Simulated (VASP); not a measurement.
# In3GaP4 (P1) in VASP: notebook, part 2 of 2

VASP 6.6.1. Earlier steps stand in the parts before.

## 4. Single point, PBEsol

File INCAR:

```
SYSTEM = In3GaP4
PREC = Accurate ; ENCUT = 520
EDIFF = 1E-7 ; ISMEAR = 0
SIGMA = 0.01 ; LREAL = .FALSE.
LASPH = .TRUE. ; NELM = 60
ALGO = Normal ; ISIF = 2
LWAVE = .FALSE. ; LCHARG = .FALSE.
GGA = PS ; NBANDS = 46
```

File KPOINTS:

```
regular mesh
0
G
  4 4 1
  0 0 0
```

File POSCAR:

```
In3GaP4
1.0
    3.8334610000      0.0000000000      0.0000000000
   -1.9167310000      3.3198750000      0.0000000000
    0.0000000000      0.0000000000     13.9968150000
Ga In P
1 3 4
Direct
    0.3457450000      0.6170070000      0.9977900000
    0.2866750000      0.6886300000      0.4824490000
    0.6725340000      0.3685420000      0.2238570000
    0.6827920000      0.3113940000      0.7374980000
    0.3455830000      0.7324950000      0.1713500000
    0.3882830000      0.6436340000      0.6854580000
    0.6566390000      0.3132030000      0.4237170000
    0.6822950000      0.3065860000      0.9227480000
```

Potentials or basis: VASP PAW PBE potentials, release 64 (Ga_d, In_d, P).

Launch:

```bash
> cat potpaw_PBE.64/Ga_d/POTCAR potpaw_PBE.64/In_d/POTCAR potpaw_PBE.64/P/POTCAR > POTCAR
> mpirun -np 1 vasp_std > vasp.out
```

OUTCAR:

```text
SYSTEM = In3GaP4
   PREC = Accurate
   ENCUT = 520
   EDIFF = 1E-7
   ISMEAR = 0
   LREAL = .FALSE.
   LASPH = .TRUE.
   NELM = 60
   ISIF = 2
   GGA = PS

 ion  position               nearest neighbor table
   1  0.346  0.617  0.998-   8 2.39   8 2.44   5 2.47   8 2.52
   2  0.287  0.689  0.482-   7 2.24   7 2.26   7 2.61   6 2.88
   3  0.673  0.369  0.224-   5 2.24   5 2.35   5 2.41   7 2.80
   4  0.683  0.311  0.737-   6 2.21   6 2.34   6 2.45   8 2.59
   5  0.346  0.732  0.171-   3 2.24   3 2.35   3 2.41   1 2.47
   6  0.388  0.644  0.685-   4 2.21   4 2.34   4 2.45   2 2.88
   7  0.657  0.313  0.424-   2 2.24   2 2.26   2 2.61   3 2.80
   8  0.682  0.307  0.923-   1 2.39   1 2.44   1 2.52   4 2.59

  LATTYP: Found a hexagonal cell.
 ALAT       =     3.8334610000
 C/A-ratio  =     3.6512214419

  Lattice vectors:

 A1 = (   3.8334610000,   0.0000000000,   0.0000000000)
 A2 = (  -1.9167310000,   3.3198750000,   0.0000000000)
 A3 = (   0.0000000000,   0.0000000000,  13.9968150000)

Analysis of symmetry for initial positions (statically):
=====================================================================
 Subroutine PRICEL returns:
 Original cell was already a primitive cell.
[... 177 lines left out ...]
      1      -9.4077      2.00000
      2      -9.2251      2.00000
      3      -9.1677      2.00000
      4      -9.0582      2.00000
      5      -8.9469      2.00000
      6      -8.9206      2.00000
[... 479 lines left out ...]
     45      11.2584      0.00000
     46      11.5522      0.00000

------------------------ aborting loop because EDIFF is reached ----------------------------------------

  FORCE on cell =-STRESS in cart. coord.  units (eV):
  Direction    XX          YY          ZZ          XY          YZ          ZX
  --------------------------------------------------------------------------------------
  -------------------------------------------------------------------------------------
  Total       18.0034710     25.6640969     -4.7746588      0.8691023      0.0221462      2.5980410
  in kB      161.9290702    230.8312293    -42.9448336      7.8169883      0.1991905     23.3676248
  external PRESSURE =     116.6051553 kB  Pullay stress =       0.0000000 kB

 VOLUME and BASIS-vectors are now :
 -----------------------------------------------------------------------------
  energy-cutoff  :      520.00
  volume of cell :      178.13
      direct lattice vectors                 reciprocal lattice vectors
     3.833461000  0.000000000  0.000000000     0.260860877  0.150608119  0.000000000
    -1.916731000  3.319875000  0.000000000     0.000000000  0.301216160  0.000000000
     0.000000000  0.000000000 13.996815000     0.000000000  0.000000000  0.071444825

 POSITION                                       TOTAL-FORCE (eV/Angst)
 -----------------------------------------------------------------------------------
      0.14276      2.04839     13.96588        -0.368174      0.642001     -1.312114
     -0.22096      2.28617      6.75275         2.335122     -1.612245      2.579865
      1.87174      1.22351      3.13329        -0.349735      1.816537      2.468618
      2.02060      1.03379     10.32262         2.564992     -0.571003      1.970274
     -0.07922      2.43179      2.39835         0.549540     -2.205607     -2.205333
      0.25479      2.13678      9.59423        -2.886700      0.703938     -2.867493
      1.91687      1.03979      5.93069        -2.081456      1.627574     -2.472074
      2.02791      1.01783     12.91553         0.236412     -0.401196      1.838257
 -----------------------------------------------------------------------------------
    total drift:                               -0.000882      0.000033      0.000201

  FREE ENERGIE OF THE ION-ELECTRON SYSTEM (eV)
  ---------------------------------------------------
  free  energy   TOTEN  =       -33.9292320716 eV

  energy  without entropy=      -33.9292320716  energy(sigma->0) =      -33.92923207
```

OSZICAR:

```text
N       E                     dE             d eps       ncg     rms          rms(c)
DAV:   1     0.728190564906E+03    0.72819E+03   -0.32544E+04   926   0.200E+03
DAV:   2     0.798624485350E+02   -0.64833E+03   -0.62885E+03   928   0.532E+02
DAV:   3    -0.285949481970E+02   -0.10846E+03   -0.10560E+03  1040   0.207E+02
DAV:   4    -0.357684483000E+02   -0.71735E+01   -0.71230E+01  1176   0.510E+01
DAV:   5    -0.360270984562E+02   -0.25865E+00   -0.25844E+00  1350   0.101E+01    0.147E+01
DAV:   6    -0.341159122602E+02    0.19112E+01   -0.34225E+00  1266   0.237E+01    0.740E+00
DAV:   7    -0.339495333544E+02    0.16638E+00   -0.22206E+00  1424   0.113E+01    0.244E+00
DAV:   8    -0.339286466702E+02    0.20887E-01   -0.29901E-01  1278   0.493E+00    0.201E+00
DAV:   9    -0.339289143876E+02   -0.26772E-03   -0.20981E-02  1112   0.773E-01    0.112E+00
DAV:  10    -0.339290897027E+02   -0.17532E-03   -0.23243E-03  1436   0.332E-01    0.366E-01
DAV:  11    -0.339292293972E+02   -0.13969E-03   -0.49730E-04  1138   0.133E-01    0.778E-02
DAV:  12    -0.339292206699E+02    0.87273E-05   -0.12187E-04  1298   0.109E-01    0.395E-02
DAV:  13    -0.339292324087E+02   -0.11739E-04   -0.52238E-05  1092   0.340E-02    0.266E-02
DAV:  14    -0.339292317136E+02    0.69515E-06   -0.78368E-06  1274   0.195E-02    0.181E-02
DAV:  15    -0.339292319857E+02   -0.27212E-06   -0.23612E-06  1038   0.645E-03    0.119E-02
DAV:  16    -0.339292320716E+02   -0.85849E-07   -0.57190E-07   886   0.461E-03
   1 F= -.33929232E+02 E0= -.33929232E+02  d E =-.101198E-17
```

stdout:

```text
POSCAR found type information on POSCAR GaInP
 POSCAR found :  3 types and       8 ions
 scaLAPACK will be used
 -----------------------------------------------------------------------------
|                                                                             |
|                                                                             |
|     You enforced a specific xc type in the INCAR file but a different       |
|     I HOPE YOU KNOW WHAT YOU ARE DOING!                                     |
|                                                                             |
 -----------------------------------------------------------------------------

 LDA part: xc-table for (Slater+PW92), standard interpolation
 POSCAR, INCAR and KPOINTS ok, starting setup
 FFT: planning ... GRIDC
 FFT: planning ... GRID_SOFT
 FFT: planning ... GRID
 WAVECAR not read
 entering main loop
```

Run time: 4 min. Hardware: 1 thread of Intel Xeon 8259CL, shared host; peak memory 0.33 GiB.

Results:

```
Free energy            : -33.9292 eV
Pressure               : 11.7 GPa
Largest force          : 4.129 eV/Å
Band gap on the k mesh : 0.29 eV
```

Forces in eV/Å, atoms in the order of the input:
```
Ga  -0.368  0.642 -1.312
In   2.335 -1.612  2.580
In  -0.350  1.817  2.469
In   2.565 -0.571  1.970
P    0.550 -2.206 -2.205
P   -2.887  0.704 -2.867
P   -2.081  1.628 -2.472
P    0.236 -0.401  1.838
```

Stress tensor (GPa, compression positive):
```
16.19  0.78  2.34
 0.78 23.08  0.02
 2.34  0.02 -4.29
```

Caveat: the k points lie up to 0.47 Å⁻¹ apart; semilocal functionals underestimate gaps, and a narrow one can read as zero; the PAW data sets were made with another functional, which shifts forces and pressure a little; spin-orbit coupling is left out, which moves the levels of the heavy elements.

## 5. Single point, PBEsol

File INCAR:

```
SYSTEM = In3GaP4
  PREC = Accurate
  ENCUT = 520
  EDIFF = 1E-6
  ISMEAR = -1
  SIGMA = 0.05
  LREAL = .False.
  LASPH = .True.
  NELM = 80
  ALGO = Normal
  ISIF = 2
  LWAVE = .False.
  LCHARG = .False.
  GGA = PS
  NBANDS = 46
  NELECT = 74.0
```

File KPOINTS:

```
Automatic mesh
0
Gamma
  4 4 1
  0 0 0
```

POSCAR is that of step 4.

Launch:

```bash
> cat potpaw_PBE.64/Ga_d/POTCAR potpaw_PBE.64/In_d/POTCAR potpaw_PBE.64/P/POTCAR > POTCAR
> mpirun -np 1 vasp_std > vasp.out
```

Run time: 4.5 min. Hardware: 1 thread of Intel Xeon 8259CL, shared host; peak memory 0.33 GiB.

The run converged. Its results:

```
Free energy   : -19.3292 eV
Largest force : 3.622 eV/Å
```

Forces on the atoms (eV/Å):
```
Ga  -0.188  0.362 -0.786
In   1.975 -1.418  2.684
In  -0.403  1.757  2.598
In   2.449 -0.551  2.319
P    0.280 -1.780 -2.526
P   -2.410  0.504 -2.591
P   -1.972  1.501 -2.576
P    0.268 -0.375  0.879
```

Levels at points of the mesh, in eV from the Fermi level:
| k point | band 35 | band 36 | band 37 | band 38 | band 39 | band 40 |
| --- | --- | --- | --- | --- | --- | --- |
| (0.00, 0.00, 0.00) | -1.50 | -1.33 | -1.00 | 0.23 | 0.58 | 0.93 |
| (0.50, 0.00, 0.00) | -3.37 | -2.78 | -0.54 | -0.37 | 0.01 | 0.23 |
| (0.00, 0.50, 0.00) | -3.38 | -2.86 | -0.67 | -0.56 | 0.06 | 0.61 |
| (0.50, 0.50, 0.00) | -3.71 | -2.77 | -0.75 | -0.38 | 0.02 | 0.60 |

Caveat: the k points lie up to 0.47 Å⁻¹ apart, too coarse for converged energies and pressures of a metal; the cell carries a net charge on a neutralising background, which shifts energy and pressure; the cell is charged against a uniform background, so pressure and absolute levels hang on convention; semilocal functionals underestimate gaps, and a narrow one can read as zero; the PAW data sets were made with another functional, which shifts forces and pressure a little; spin-orbit coupling is left out, which moves the levels of the heavy elements.

## 6. Single point, PBEsol

File INCAR:

```
SYSTEM = In3GaP4
  ALGO = Normal
  EDIFF = 1E-6
  ENCUT = 520
  GGA = PS
  ISIF = 2
  ISMEAR = -1
  LASPH = .TRUE.
  LCHARG = .TRUE.
  LELF = .TRUE.
  LREAL = .FALSE.
  LVHAR = .TRUE.
  LWAVE = .FALSE.
  NBANDS = 46
  NELECT = 70.0
  NELM = 100
  PREC = Accurate
  SIGMA = 0.05
```

File KPOINTS:

```
k-points
0
G
  4 4 1
  0 0 0
```

POSCAR is that of step 5.

Potentials or basis: VASP PAW PBE potentials, release 64 (Ga_d, In_d, P).

Launch:

```bash
> cat potpaw_PBE.64/Ga_d/POTCAR potpaw_PBE.64/In_d/POTCAR potpaw_PBE.64/P/POTCAR > POTCAR
> mpirun -np 1 vasp_std > vasp.out
```

Wall time 4.3 min (1 thread of Intel Xeon 8259CL, shared host); peak memory 0.33 GiB.

The run converged. Its results:

- Free energy: -44.7248 eV
- Largest force: 3.931 eV/Å

Forces on the atoms (eV/Å):
```
Ga  -0.266  0.427 -0.302
In   2.100 -1.464  2.652
In  -0.314  1.685  2.396
In   2.384 -0.571  2.051
P    0.506 -2.038 -2.322
P   -2.658  0.646 -2.823
P   -1.885  1.487 -2.524
P    0.133 -0.173  0.872
```

Levels at points of the mesh, in eV from the Fermi level:
```tsv
k point	band 34	band 35	band 36	band 37	band 38	band 39
(0.00, 0.00, 0.00)	0.67	0.95	1.01	1.74	3.01	3.49
(0.50, 0.00, 0.00)	-1.07	-0.75	-0.45	2.34	2.50	2.97
(0.00, 0.50, 0.00)	-1.07	-0.82	-0.47	2.12	2.40	3.07
(0.50, 0.50, 0.00)	-1.12	-1.04	-0.48	2.14	2.46	2.99
```

Caveat: the k points lie up to 0.47 Å⁻¹ apart, too coarse for converged energies and pressures of a metal; the cell carries a net charge on a neutralising background, which shifts energy and pressure; the cell is charged against a uniform background, so pressure and absolute levels hang on convention; the PAW data sets were made with another functional, which shifts forces and pressure a little; spin-orbit coupling is left out, which moves the levels of the heavy elements.
